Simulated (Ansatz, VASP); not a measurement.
# One calculation of Ga, two programs

```
Ga
1.0
     2.23029   -3.73410    0.00000
     2.23029    3.73410    0.00000
     0.00000    0.00000    4.41881
Ga
4
Cartesian
  2.2303 -1.1663 1.8279
  2.2303 -2.5678 4.0373
  2.2303 1.1663 2.5909
  2.2303 2.5678 0.3815
```

Alike in both runs: functional LDA; k mesh 10 × 10 × 8; occupations fermi-dirac, width 0.15 eV; no spin polarisation.

Ansatz relaxed the structure, and its values are those at the end. VASP's run is a single point on that final structure, the one shown.

|  | VASP | Ansatz |
| --- | --- | --- |
| version | VASP 6.6.1 | Ansatz 0.2.0 |
| potentials or method | VASP PAW LDA potentials, release 64 (Ga_d), cutoff 520 eV | scalar-relativistic, plane waves, PAW |
| valence electrons in the cell | 52 | 52 |

VASP gave:

```
gap on the k mesh at the Fermi level (eV) : none
pressure (GPa)                            : 0.2
```

What did Ansatz give for the same quantities?

gap on the k mesh at the Fermi level (eV): none; pressure (GPa): 0.0.

Ansatz warns that its potentials were made for another functional, while VASP's fit it. LDA's correlation is that of Perdew and Zunger in VASP and of Perdew and Wang (1992) in Ansatz. A gap of «none» marks a metal or a gap that the smearing closes.
